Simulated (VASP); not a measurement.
Input of a VASP 6.6.1 run:

The input POSCAR:

```
Mg2C
1.0
    0.0000000000      2.5482860610      2.5482860610
    2.5482860610      0.0000000000      2.5482860610
    2.5482860610      2.5482860610      0.0000000000
C Mg
1 2
Direct
    0.0000000000      0.0000000000      0.0000000000
    0.2500000000      0.2500000000      0.2500000000
    0.7500000000      0.7500000000      0.7500000000
```

INCAR.step1

```
  PREC = Accurate
  ENCUT = 520
  EDIFF = 1E-5
  ISMEAR = 0
  SIGMA = 0.01
  LREAL = F
  LASPH = T
  NELM = 60
  ALGO = Normal
  ISIF = 2
  LWAVE = T
  NBANDS = 11
  GGA = PE
```

The input INCAR.step2:

```
  PREC = Accurate
  ENCUT = 520
  EDIFF = 1E-6
  ISMEAR = 0
  SIGMA = 0.01
  LREAL = F
  LASPH = T
  NELM = 60
  ALGO = Normal
  ISIF = 2
  LWAVE = F
  LCHARG = T
  GGA = PE
  LHFCALC = T
  HFSCREEN = 0.2079
  PRECFOCK = Normal
  LELF = T
  LVHAR = T
  NBANDS = 11
  ISTART = 1
```

KPOINTS

```
regular mesh
0
Gamma
  6 6 6
```

Potentials or basis: VASP PAW PBE potentials, release 64 (C, Mg).

The run is started by

```sh
$ cat potpaw_PBE.64/C/POTCAR potpaw_PBE.64/Mg/POTCAR > POTCAR
$ cp INCAR.step1 INCAR
$ mpirun -np 1 vasp_std > vasp.out
$ cp INCAR.step2 INCAR
$ mpirun -np 1 vasp_std > vasp.out
```

What does it give for the band gap on the k mesh?

1.47 eV (least direct gap 3.23 eV).

Estimate the pressure.

26.0 GPa.

Caveat: the cell differs from its parent crystal (strain -6.0%); the cell stands under pressure; the PAW data sets were made with another functional, which shifts forces and pressure a little. A k mesh can miss the band edges.
